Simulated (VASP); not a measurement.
## WS2: single point with PBEsol

WS2, a slab with vacuum:

```
W S
1.0
     3.30307    0.00000    0.00000
    -1.65153    2.86054    0.00000
     0.00000    0.00000   16.52959
W S
1 2
Direct
  0.33333 0.66667 0.00000
  0.66667 0.33333 0.90758
  0.66667 0.33333 0.09242
```

This cell differs from its parent crystal: strain +0.050 along x and y, -0.025 along z.

```yaml
Program: VASP 6.6.1
Task: single point
Functional: PBEsol
Potentials_or_basis: VASP PAW PBE potentials, release 64 (W_sv, S)
Cutoff: 520 eV
k_mesh: 12 × 12 × 2
Occupations: gaussian, width 0.05 eV
Spin: no spin polarisation
```

```
Largest force          : 0.260 eV/Å
Band gap on the k mesh : 0.95 eV, indirect (least direct gap 1.38 eV)
```

Forces in eV/Å, atoms in the order of the input:
```
W    0.000  0.000  0.000
S    0.000  0.000  0.260
S    0.000  0.000 -0.260
```

Levels at points of the mesh, in eV from the valence-band top:
| k point | band 11 | band 12 | band 13 | band 14 | band 15 | band 16 |
| --- | --- | --- | --- | --- | --- | --- |
| (0.00, 0.00, 0.00) | -2.22 | -2.01 | 0.00 | 2.27 | 2.27 | 2.57 |
| (0.50, 0.00, 0.00) | -2.12 | -1.91 | -1.16 | 2.00 | 2.43 | 3.57 |
| (0.00, 0.00, 0.50) | -2.22 | -2.01 | 0.00 | 2.27 | 2.27 | 2.57 |
| (0.50, 0.00, 0.50) | -2.12 | -1.91 | -1.16 | 2.00 | 2.43 | 3.57 |

Wall time 3.3 min on 1 thread of Intel(R) Xeon(R) Platinum 8488C (Sapphire Rapids), on a shared host, peak memory 0.34 GiB.

Caveat: the cell differs from its parent crystal (strain +0.050 along x and y, -0.025 along z); the PAW data sets were made with another functional, which shifts forces and pressure a little; spin-orbit coupling is left out, which moves the levels of the heavy elements.
